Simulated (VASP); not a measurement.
## P: single point with PBE

The system is P.

```
P
1.0
    -3.19272    3.19272    2.12629
     3.19272   -3.19272    2.12629
     3.19272    3.19272   -2.12629
P
5
Direct
  0.00000 0.00000 0.00000
  0.10245 0.36268 0.73978
  0.63732 0.89755 0.26022
  0.63732 0.37710 0.73978
  0.62290 0.36268 0.26022
```

| Quantity | Value |
| --- | --- |
| Program | VASP 6.6.1 |
| Task | single point |
| Functional | PBE |
| Potentials or basis | VASP PAW PBE potentials, release 64 (P) |
| Cutoff | 520 eV |
| k mesh | 10 × 10 × 10 |
| Occupations | gaussian, width 0.1 eV |
| Spin | no spin polarisation |
| Dipole correction | no |
| Further INCAR settings | ALGO = Normal; EDIFF = 1e-06; NBANDS = 20 |

```
Pressure      : -0.3 GPa
Largest force : 0.039 eV/Å
```

Forces in eV/Å, atoms in the order of the input:
```
P    0.000  0.000  0.000
P    0.000  0.000 -0.039
P    0.000  0.000  0.039
P    0.000  0.000  0.039
P    0.000  0.000 -0.039
```

Levels at points of the mesh, in eV from the Fermi level:
```tsv
k point	band 10	band 11	band 12	band 13	band 14	band 15
(0.00, 0.00, 0.00)	-4.13	-3.83	-3.83	0.51	0.59	0.59
(0.50, 0.00, 0.00)	-3.03	-2.04	-1.38	-0.35	0.89	0.96
(0.50, 0.50, 0.00)	-3.71	-1.41	-0.84	-0.36	0.15	0.64
(0.50, 0.50, 0.50)	-1.56	-1.56	-0.54	-0.52	-0.50	-0.20
```

Run time: 67 s on 1 thread of Intel(R) Xeon(R) 6975P-C (Granite Rapids), on a shared host, peak memory 0.29 GiB.
